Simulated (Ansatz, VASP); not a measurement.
**One calculation of BeTe, two programs**

```xyz
2
Lattice="0.0000 2.2480 2.2480 2.2480 0.0000 2.2480 2.2480 2.2480 0.0000" Properties=species:S:1:pos:R:3 pbc="T T T"
Be    0.0000    0.0000    0.0000
Te    1.1240    1.1240    1.1240
```

Change from the starting cell: volume scaled by 0.5, LAPW.

Alike in both runs: task single point; functional PBE; k mesh 13 × 13 × 13; occupations fermi-dirac, width 0.1 eV; no spin polarisation.

|  | VASP | Ansatz |
| --- | --- | --- |
| version | VASP 6.6.1 | Ansatz 0.2.0 |
| potentials or method | VASP PAW PBE potentials, release 64 (Be, Te), cutoff 520 eV | all-electron LAPW, scalar-relativistic |

```tsv
	VASP	Ansatz	Ansatz less VASP
pressure (GPa)	153.0	151.5	-1.43
```

Both programs put the cell under a high pressure, so it lies far from rest at this level. Ansatz ran all-electron here, and VASP with PAW potentials.

Neither program's run includes spin-orbit coupling. Noted on VASP's run: the cell as given lies far from equilibrium.
